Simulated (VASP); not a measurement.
**NaCl: single point with r2SCAN**

The system is NaCl.

```
CELL_PARAMETERS angstrom
2.55324 2.55324 0.00000
-2.55324 2.55324 0.00000
0.00000 2.55324 2.55324
ATOMIC_POSITIONS crystal
Na 0.00000 0.00000 0.00000
Cl 0.50000 0.50000 0.00000
```

* Program: VASP 6.6.1
* Task: single point
* Functional: r2SCAN
* Potentials or basis: VASP PAW PBE potentials, release 64 (Na_pv, Cl)
* Cutoff: 550 eV
* k mesh: 8 × 8 × 8
* Occupations: gaussian, width 0.01 eV
* Spin: no spin polarisation
* Dipole correction: no
* Further INCAR settings: ALGO = Normal; EDIFF = 1e-06; NBANDS = 14

```json
{
 "Pressure": "14.8 GPa",
 "Band gap on the k mesh": "7.48 eV"
}
```

Levels at points of the mesh, in eV from the valence-band top:
```csv
k point,band 3,band 4,band 5,band 6,band 7,band 8,band 9,band 10,band 11,band 12
"(0.00, 0.00, 0.00)",-21.17,-14.14,0.00,0.00,0.00,7.48,11.88,11.88,11.88,14.57
"(0.50, 0.00, 0.00)",-21.17,-13.33,-3.03,-0.52,-0.52,8.44,12.41,12.41,14.35,18.26
"(0.50, 0.50, 0.00)",-21.20,-13.30,-2.64,-0.97,-0.97,8.13,9.29,14.74,17.05,18.99
```

Wall time 48 s on 1 thread of Intel(R) Xeon(R) Platinum 8559C (Emerald Rapids), on a shared host, peak memory 0.16 GiB.

Caveat: the cell stands under pressure; the PAW data sets were made with another functional, which shifts forces and pressure a little.
